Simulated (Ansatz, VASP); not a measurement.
# One calculation of AsO, two programs

```xyz
2
Lattice="0.0000 2.5439 2.5439 2.5439 0.0000 2.5439 2.5439 2.5439 0.0000" Properties=species:S:1:pos:R:3 pbc="T T T"
As    0.0000    0.0000    0.0000
O     1.2719    1.2719    1.2719
```

Change from the starting cell: species swapped into the AgO type (F-43m, No. 216).

Alike in both runs: task relaxation of cell and atoms; functional PBE; k mesh 18 × 18 × 18; occupations gaussian, width 0.1 eV; no spin polarisation.

```csv
,VASP,Ansatz
version,VASP 6.6.1,Ansatz 0.2.0
potentials or method,"VASP PAW PBE potentials, release 64 (As, O), cutoff 600 eV","scalar-relativistic, plane waves, PAW"
valence electrons in the cell,11,21
```

Ansatz gave:

- gap on the k mesh at the Fermi level, each at its own relaxed structure (eV): none
- relaxed volume (Å³/atom): 16.53
- relaxed length of the cell vector where the two differ most in proportion (Å): 3.602

Task: What did VASP give for the same quantities?

Result: gap on the k mesh at the Fermi level, each at its own relaxed structure (eV): none; relaxed volume (Å³/atom): 16.52; relaxed length of the cell vector where the two differ most in proportion (Å): 3.602.

A gap of «none» marks a metal or a gap that the smearing closes. VASP's potentials hold 11 valence electrons a cell and Ansatz's 21, so a difference there can come from the potentials and not from the codes.
